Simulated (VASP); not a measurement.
Write the native input for VASP 6.6.1 that does the following.

```yaml
Task: single point
Functional: PBE
Potentials_or_basis: VASP PAW PBE potentials, release 64 (Pb_d, S)
Cutoff: 500 eV
k_mesh: 6 × 6 × 6
Occupations: gaussian, width 0.01 eV
Spin: no spin polarisation
Dipole_correction: no
Further_INCAR_settings: ALGO = Normal; EDIFF = 1e-06; NBANDS = 17
```

The structure of PbS (Galena) lies in POSCAR:

```
PbS
1.0
    0.0000000000      2.9458450378      2.9458450378
    2.9458450378      0.0000000000      2.9458450378
    2.9458450378      2.9458450378      0.0000000000
Pb S
1 1
Direct
    0.0000000000      0.0000000000      0.0000000000
    0.5000000000      0.5000000000      0.5000000000
```

These files were run (other wordings do the same):

INCAR

```
PREC = Accurate
ENCUT = 500
EDIFF = 1E-6
ISMEAR = 0
SIGMA = 0.01
LREAL = F
LASPH = T
NELM = 120
ALGO = Normal
ISIF = 2
LWAVE = F
LCHARG = T
GGA = PE
LELF = T
LVHAR = T
NBANDS = 17
GGA_COMPAT = F
```

KPOINTS

```
regular mesh
0
Gamma
  6 6 6
```

Potentials or basis: VASP PAW PBE potentials, release 64 (Pb_d, S).

Launch:

```console
$ cat potpaw_PBE.64/Pb_d/POTCAR potpaw_PBE.64/S/POTCAR > POTCAR
$ mpirun -np 1 vasp_std > vasp.out
```

It gave:

The pressure is 3.4 GPa. The band gap on the k mesh is 0.29 eV, direct.

Caveat: spin-orbit coupling is left out, which moves the levels of the heavy elements.

Wall time 16 s on 1 thread of Intel Xeon 6975P-C, on a shared host, peak memory 0.17 GiB.
